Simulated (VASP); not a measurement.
# LiH: single point with HSE06

LiH:

```
CELL_PARAMETERS angstrom
0.00000 2.00487 2.00487
2.00487 0.00000 2.00487
2.00487 2.00487 0.00000
ATOMIC_POSITIONS crystal
Li 0.00000 0.00000 0.00000
H 0.50000 0.50000 0.50000
```

This cell differs from its parent crystal: strain +0.3%.

| Quantity | Value |
| --- | --- |
| Program | VASP 6.6.1 |
| Task | single point |
| Functional | HSE06 |
| Potentials or basis | VASP PAW PBE potentials, release 64 (Li_sv, H) |
| Cutoff | 520 eV |
| k mesh | 8 × 8 × 8 |
| Occupations | gaussian, width 0.01 eV |
| Spin | no spin polarisation |

```yaml
Band_gap_on_the_k_mesh: 3.97 eV
```

Levels at points of the mesh, in eV from the valence-band top:
```tsv
k point	band 1	band 2	band 3	band 4	band 5
(0.00, 0.00, 0.00)	-47.29	-6.07	17.93	19.46	19.46
(0.50, 0.00, 0.00)	-47.24	-2.87	5.96	15.25	18.01
(0.50, 0.50, 0.00)	-47.22	0.00	3.97	12.17	12.17
```

It took 2.9 min on 1 thread of Intel(R) Xeon(R) Platinum 8259CL CPU @ 2.50GHz (Skylake/Cascade Lake), with other jobs on the host, peak memory 0.24 GiB.

Caveat: the cell differs from its parent crystal (strain +0.3%). A k mesh can miss the band edges.
